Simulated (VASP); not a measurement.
# CdSe (R3m) in VASP: further runs

The runs below take CdSe through single point, with PBE.

Program: VASP 6.6.1. These are calculated values, not measurements. Logs are shortened: lines on timing, memory, paths and dates and some standing lists are left out, and cuts for length are marked.

## (1) The cell of the first run

Symmetry: R3m, No. 160, trigonal system. The conventional cell has a = 4.594 Å, b = 4.594 Å, c = 10.808 Å, α = 90.00°, β = 90.00°, γ = 120.00°. Cd (site symmetry 3m) has 4 Se at 2.70 to 2.80 Å within 3.6 Å. Se (site symmetry 3m) has 4 Cd at 2.70 to 2.80 Å within 3.6 Å.

## (2) Single point, PBE

Contents of INCAR:

```
PREC = Accurate
ENCUT = 520
EDIFF = 1E-7
ISMEAR = 0
SIGMA = 0.05
LREAL = F
LASPH = T
NELM = 60
ALGO = Normal
ISIF = 2
LWAVE = F
LCHARG = F
GGA = PE
NBANDS = 16
```

Contents of KPOINTS:

```
Automatic mesh
0
Gamma
  10 10 10
```

Contents of POSCAR:

```
CdSe
1.0
    0.0000000000      3.2481066915      3.2481066915
    3.2481066915      0.0000000000      3.2481066915
    3.1627897557      3.1627897557      0.0853169358
Cd Se
1 1
Direct
    0.0000000000      0.0000000000      0.0000000000
    0.7500000000      0.7500000000      0.7500000000
```

Potentials or basis: VASP PAW PBE potentials, release 64 (Cd, Se).

The run is started by

```console
$ cat potpaw_PBE.64/Cd/POTCAR potpaw_PBE.64/Se/POTCAR > POTCAR
$ mpirun -np 1 vasp_std > vasp.out
```

OUTCAR:

```text
PREC = Accurate
   ENCUT = 520
   EDIFF = 1E-7
   ISMEAR = 0
   LREAL = F
   LASPH = T
   NELM = 60
   ISIF = 2
   GGA = PE

 ion  position               nearest neighbor table
   1  0.000  0.000  0.000-   2 2.70   2 2.80   2 2.80   2 2.80
   2  0.750  0.750  0.750-   1 2.70   1 2.80   1 2.80   1 2.80

  LATTYP: Found a trigonal (rhomboedric) cell.
 ALAT       =     4.4736737763
 COS(alpha) =     0.4728527458

  Lattice vectors:

 A1 = (   3.1627897557,  -0.0853169358,  -3.1627897557)
 A2 = (  -0.0853169358,   3.1627897557,  -3.1627897557)
 A3 = (   3.1627897557,   3.1627897557,   0.0853169358)

Analysis of symmetry for initial positions (statically):
=====================================================================
 Subroutine PRICEL returns:
 Original cell was already a primitive cell.

 Routine SETGRP: Setting up the symmetry group for a
 trigonal (rhombohedral) supercell.

 Subroutine GETGRP returns: Found  6 space group operations
 (whereof  6 operations were pure point group operations)
 out of a pool of 12 trial point group operations.

The static configuration has the point symmetry C_3v.

Analysis of symmetry for dynamics (positions and initial velocities):
=====================================================================
 Subroutine PRICEL returns:
 Original cell was already a primitive cell.

 Routine SETGRP: Setting up the symmetry group for a
 trigonal (rhombohedral) supercell.

 Subroutine GETGRP returns: Found  6 space group operations
 (whereof  6 operations were pure point group operations)
 out of a pool of 12 trial point group operations.

The dynamic configuration has the point symmetry C_3v.

 Subroutine INISYM returns: Found  6 space group operations
 (whereof  6 operations are pure point group operations),
 and found     1 'primitive' translations

----------------------------------------------------------------------------------------

                                     Primitive cell

  volume of cell :      65.8360

  direct lattice vectors                    reciprocal lattice vectors
     0.000000000  3.248106691  3.248106691    -0.156040442  0.151831218  0.156040442
     3.248106691  0.000000000  3.248106691     0.151831218 -0.156040442  0.156040442
     3.162789756  3.162789756  0.085316936     0.160249667  0.160249667 -0.160249667

  length of vectors
     4.593516535  4.593516535  4.473673776     0.267861826  0.267861826  0.277560565

[... 73 lines left out ...]
   ICHARG =      2    charge: 1-file 2-atom 10-const
   ISPIN  =      1    spin polarized calculation?
   LNONCOLLINEAR =      F non collinear calculations
   LSORBIT =      F    spin-orbit coupling
   LASPH  =      T    aspherical Exc in radial PAW
   ENCUT  =  520.0 eV  38.22 Ry    6.18 a.u.   8.54  8.54  8.32*2*pi/ulx,y,z
   NELM   =     60;   NELMIN=  2; NELMDL= -5     # of ELM steps
   EDIFF  = 0.1E-06   stopping-criterion for ELM
   LREAL  =      F    real-space projection
   EDIFFG = 0.1E-05   stopping-criterion for IOM
   NSW    =      0    number of steps for IOM
   IBRION =     -1    ionic relax: 0-MD 1-quasi-New 2-CG
   NFREE  =      0    steps in history (QN), initial steepest desc. (CG)
   ISIF   =      2    stress and relaxation
   ISYM   =      2    0-nonsym 1-usesym 2-fastsym
   POTIM  = 0.5000    time-step for ionic-motion
   TEBEG  =    0.0;   TEEND  =   0.0 temperature during run
   PSTRESS=    0.0 pullay stress
   NELECT =      18.0000    total number of electrons
   NUPDOWN=      -1.0000    fix difference up-down
   EMIN   =  10.00;   EMAX   =-10.00  energy-range for DOS
   EFERMI =   0.00;   METHOD = LEGACY
   ISMEAR =     0;   SIGMA  =   0.05  broadening in eV -4-tet -1-fermi 0-gaus
   EFERMI_NEDOS =   21; number of points for ismear=-14 and -15
   IALGO  =     38    algorithm
   IMIX   =      4    mixing-type and parameters
     AMIX     =   0.40;   BMIX     =  1.00
     AMIX_MAG =   1.60;   BMIX_MAG =  1.00
  volume/ion in A,a.u.               =      32.92       222.14
  Fermi-wavevector in a.u.,A,eV,Ry     =   1.062538  2.007906 15.360804  1.128987
  Thomas-Fermi vector in A             =   2.197992
   LORBIT       =      0    0 simple, 1 ext, 2 COOP (PROOUT), +10 PAW based schemes
   GGA     = PE    functional components
   LHFCALC =     F    Hartree Fock is set to
   AEXX    =    0.0000 exact exchange contribution
   IVDW    =     0    specifies the selected vdW correction
   LEPSILON=     F    determine dielectric tensor
   LRPA    =     F    only Hartree local field effects (RPA)
 non-spin polarized calculation
 Gauss-broadening in eV      SIGMA  =   0.05
  energy-cutoff  :      520.00
  volume of cell :       65.84
 maximum number of plane-waves:      1789
 NGX is ok and might be reduce to    36
   NGX = 17   NGY = 17   NGZ = 17

 number of electron      17.9999999 magnetization

 Free energy of the ion-electron system (eV)
  ---------------------------------------------------
  ext. energy  EPLUGINS =         0.00000000
  ---------------------------------------------------
  free energy    TOTEN  =        -5.41782020 eV

  energy without entropy =       -5.41782020  energy(sigma->0) =       -5.41782020

 E-fermi :  -0.0184     XC(G=0):  -8.1900

 val. band max:       -0.1821834653   @ k =   0.0000   0.0000   0.0000
 cond. band min:       0.1436933678   @ k =   0.0000   0.0000   0.0000
 fundamental gap:      0.3258768331
 Fermi energy:        -0.0183791135

 k-point     1 :       0.0000    0.0000    0.0000
  band No.  band energies     occupation
      1     -12.0232      2.00000
      2      -7.7383      2.00000
      3      -7.7097      2.00000
      4      -7.7097      2.00000
      5      -7.4878      2.00000
      6      -7.4878      2.00000
[... 433 lines left out ...]
      3      -7.5997      2.00000
      4      -7.5533      2.00000
      5      -7.4608      2.00000
      6      -7.3607      2.00000
[... 8 lines left out ...]
     15      11.6163      0.00000
     16      12.4822      0.00000

 [... further k-points ...]
[... 5 lines left out ...]
  --------------------------------------------------------------------------------------
  -------------------------------------------------------------------------------------
  Total       -1.3675823     -1.3675823     -1.3675823      0.2950158     -0.2950158     -0.2950158
  in kB      -33.2813267    -33.2813267    -33.2813267      7.1794695     -7.1794695     -7.1794695
  external PRESSURE =     -33.2813267 kB  Pullay stress =       0.0000000 kB

 VOLUME and BASIS-vectors are now :
 -----------------------------------------------------------------------------
  energy-cutoff  :      520.00
  volume of cell :       65.84
      direct lattice vectors                 reciprocal lattice vectors
     0.000000000  3.248106691  3.248106691    -0.156040442  0.151831218  0.156040442
     3.248106691  0.000000000  3.248106691     0.151831218 -0.156040442  0.156040442
     3.162789756  3.162789756  0.085316936     0.160249667  0.160249667 -0.160249667

 POSITION                                       TOTAL-FORCE (eV/Angst)
 -----------------------------------------------------------------------------------
      0.00000      0.00000      0.00000        -0.079044     -0.079044      0.079044
      4.80817      4.80817      4.93615         0.079044      0.079044     -0.079044
 -----------------------------------------------------------------------------------
    total drift:                               -0.000076     -0.000076      0.000077

  FREE ENERGIE OF THE ION-ELECTRON SYSTEM (eV)
  ---------------------------------------------------
  free  energy   TOTEN  =        -5.4178202002 eV

  energy  without entropy=       -5.4178201986  energy(sigma->0) =       -5.41782020
```

stdout:

```text
POSCAR found type information on POSCAR CdSe
 POSCAR found :  2 types and       2 ions
 scaLAPACK will be used
 LDA part: xc-table for (Slater+PW92), standard interpolation
 POSCAR, INCAR and KPOINTS ok, starting setup
 FFT: planning ... GRIDC
 FFT: planning ... GRID_SOFT
 FFT: planning ... GRID
 WAVECAR not read
 entering main loop
```

Run time: 4.5 min. Hardware: 1 thread of AMD EPYC 7R13 (Zen 3), shared host; peak memory 0.25 GiB.

What came out:

| Quantity | Value |
| --- | --- |
| Free energy | -5.4178 eV |
| Pressure | -3.3 GPa |
| Largest force | 0.137 eV/Å |
| Band gap on the k mesh | 0.33 eV, direct |

Forces on the atoms (eV/Å):
```
Cd  -0.079 -0.079  0.079
Se   0.079  0.079 -0.079
```

(Part 1 of 2 ends here.)
